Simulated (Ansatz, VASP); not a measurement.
NaCl: VASP beside Ansatz

```xyz
2
Lattice="0.0000 2.9428 2.9428 2.9428 0.0000 2.9428 2.9428 2.9428 0.0000" Properties=species:S:1:pos:R:3 pbc="T T T"
Na    0.0000    0.0000    0.0000
Cl    2.9428    2.9428    2.9428
```

Change from the starting cell: hydrostatic strain +5.0%.

Alike in both runs: task single point; functional HSE06; k mesh 6 × 6 × 6; no spin polarisation.

|  | VASP | Ansatz |
| --- | --- | --- |
| version | VASP 6.6.1 | Ansatz 0.2.0 |
| potentials or method | VASP PAW PBE potentials, release 64 (Na_pv, Cl) | plane waves, PAW |
| plane-wave cutoff (eV) | 520 | 420 |
| occupations | gaussian, width 0.01 eV | fixed |
| valence electrons in the cell | 14 | 16 |

|  | VASP | Ansatz | Ansatz less VASP |
| --- | --- | --- | --- |
| gap on the k mesh at the Fermi level (eV) | 5.98 | 5.99 | +0.008 |
| pressure (GPa) | -2.3 | -2.3 | -0.01 |

VASP's potentials hold 14 valence electrons a cell and Ansatz's 16, so a difference there can come from the potentials and not from the codes. Ansatz's warnings: stress exchange threshold loose, stress scf threshold loose.
